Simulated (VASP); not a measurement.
Here is a VASP 6.6.1 calculation.

INCAR

```
  PREC = Accurate
  ENCUT = 600
  EDIFF = 1E-6
  ISMEAR = 0
  SIGMA = 0.1
  LREAL = False
  LASPH = True
  NELM = 80
  ALGO = Normal
  ISIF = 3
  LWAVE = False
  LCHARG = False
  GGA = PE
  IBRION = 2
  NSW = 90
  EDIFFG = -0.04
```

Contents of KPOINTS:

```
regular mesh
0
Gamma
  6 6 4
```

POSCAR

```
BeB2P3
1.0
    1.8180033600     -3.1999704900      0.0000000000
    1.8180033600      3.1999704900      0.0000000000
   -0.1923198600      0.0000000000      7.0111268900
Be B P
1 2 3
Direct
    0.6562709200      0.3437290800      0.0000000000
    0.2503371900      0.5912692700      0.2388859500
    0.4087307300      0.7496628100      0.7611140500
    0.6755216900      0.3244783100      0.5000000000
    0.0183423900      0.9816576100      0.0000000000
    0.9907970800      0.0092029200      0.5000000000
```

Potentials or basis: VASP PAW PBE potentials, release 64 (Be, B, P).

The run is started by

```bash
$ cat potpaw_PBE.64/Be/POTCAR potpaw_PBE.64/B/POTCAR potpaw_PBE.64/P/POTCAR > POTCAR
$ mpirun -np 1 vasp_std > vasp.out
```

Problem. What does it give for the relaxed cell?

Solution. a = 5.013 Å, b = 5.013 Å, c = 4.817 Å, α = 89.26°, β = 89.26°, γ = 137.58°.

Problem. Predict the space group after relaxing (to 0.1 Å).

Solution. C2 (No. 5).

Problem. Estimate the relaxed volume.

Solution. 13.60 Å³/atom.

Problem. Estimate the band gap on the k mesh.

Solution. Zero (an odd number of electrons rules out a gap without spin polarisation).

Stress tensor (GPa, compression positive):
```
0.19 0.00 0.07
0.00 0.22 0.00
0.07 0.00 0.01
```

Caveat: a cell axis changed by over 15 % at a fixed basis, so the end point is rough.
